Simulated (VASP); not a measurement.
Write the native input for VASP 6.6.1 that does the following.

- Task: single point
- Functional: PBE
- Potentials or basis: VASP PAW PBE potentials, release 64 (Nb_sv)
- Cutoff: 520 eV
- k mesh: 18 × 18 × 18
- Occupations: gaussian, width 0.1 eV
- Spin: no spin polarisation
- Dipole correction: no
- Further INCAR settings: ALGO = Fast; EDIFF = 1e-07; NBANDS = 12

The structure of Nb lies in POSCAR:

```
Nb
1.0
   -1.6555662321      1.6555662321      1.6555662321
    1.6555662321     -1.6555662321      1.6555662321
    1.6555662321      1.6555662321     -1.6555662321
Nb
1
Direct
    0.0000000000      0.0000000000      0.0000000000
```

These files were run (other wordings do the same):

INCAR

```
SYSTEM = Nb
ALGO     = Fast           ! electronic algorithm
EDIFF    = 1E-7           ! SCF threshold, eV
ENCUT    = 520            ! plane-wave cutoff, eV
GGA      = PE             ! functional
ISIF     = 2              ! what is computed and relaxed
ISMEAR   = 0              ! smearing method
LASPH    = .TRUE.         ! aspherical terms in the spheres
LCHARG   = .FALSE.        ! write CHGCAR
LREAL    = .FALSE.        ! projectors in reciprocal space
LWAVE    = .FALSE.        ! write WAVECAR
NBANDS   = 12             ! bands
NELM     = 80             ! most SCF steps
PREC     = Accurate       ! precision mode
SIGMA    = 0.1            ! smearing width, eV
```

KPOINTS

```
k-points
0
G
  18 18 18
  0 0 0
```

Potentials or basis: VASP PAW PBE potentials, release 64 (Nb_sv).

Launch:

```console
$ cat potpaw_PBE.64/Nb_sv/POTCAR > POTCAR
$ mpirun -np 1 vasp_std > vasp.out
```

It gave:

```
Pressure               : -0.3 GPa
Band gap on the k mesh : zero (an odd number of electrons rules out a gap without spin polarisation)
```

Wall time 63 s on 1 thread of AMD EPYC 9R45 96-Core Processor (Zen 5), on a shared host, peak memory 0.13 GiB.
